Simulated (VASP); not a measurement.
Wanted: the native input for a VASP 6.6.1 run.

- Task: relaxation of cell and atoms
- Functional: PBE
- Potentials or basis: VASP PAW PBE potentials, release 64 (Al, Ga_d)
- Cutoff: 600 eV
- k mesh: 6 × 6 × 1
- Occupations: gaussian, width 0.1 eV
- Spin: no spin polarisation
- Dipole correction: no
- Further INCAR settings: ALGO = Normal; EDIFF = 1e-07; IBRION = 2; EDIFFG = -0.04; NSW = 90; ISIF = 3

The structure of AlGa2 lies in POSCAR:

```
AlGa2
1.0
    2.8704078700      0.0000000000      0.0000000000
   -1.4352039300      2.4858461300      0.0000000000
    0.0000000000      0.0000000000     19.7028820300
Al Ga
2 4
Direct
    0.0000000000      0.0000000000      0.0000000000
    0.0000000000      0.0000000000      0.5000000000
    0.3333333300      0.6666666700      0.9363430100
    0.3333333300      0.6666666700      0.5636569900
    0.6666666700      0.3333333300      0.0636569900
    0.6666666700      0.3333333300      0.4363430100
```

The cell was generated, and may not be a known phase.

These files were run (other wordings do the same):

INCAR

```
SYSTEM = AlGa2
PREC = Accurate
ENCUT = 600
EDIFF = 1E-7
ISMEAR = 0
SIGMA = 0.1
LREAL = .FALSE.
LASPH = .TRUE.
NELM = 100
ALGO = Normal
ISIF = 3
LWAVE = .FALSE.
LCHARG = .FALSE.
GGA = PE
IBRION = 2
NSW = 90
EDIFFG = -0.04
```

KPOINTS

```
regular mesh
0
G
  6 6 1
  0 0 0
```

Potentials or basis: VASP PAW PBE potentials, release 64 (Al, Ga_d).

Command:

```bash
$ cat potpaw_PBE.64/Al/POTCAR potpaw_PBE.64/Ga_d/POTCAR > POTCAR
$ mpirun -np 1 vasp_std > vasp.out
```

It gave:

```yaml
Relaxed_cell: a = 2.900 Å, b = 2.900 Å, c = 27.097 Å, α = 90.00°, β = 90.00°, γ = 120.00°
Space_group_after_relaxing_to_0.1_Å: P6_3/mmc (No. 194)
Energy_gained_by_relaxing: 2788.7 meV/atom
Ionic_steps: 14
Pressure_after_relaxing: 0.0 GPa
Band_gap_on_the_k_mesh: zero (bands 29 and 30 overlap by 3.77 eV)
```

Caveat: the k points lie up to 0.42 Å⁻¹ apart in the final cell, too coarse for converged energies and pressures of a metal; the relaxation moved the vacuum too, so the length across it says nothing of the material.

It took 6.6 min on 1 thread of Intel(R) Xeon(R) 6975P-C (Granite Rapids) (shared host), peak memory 0.31 GiB.
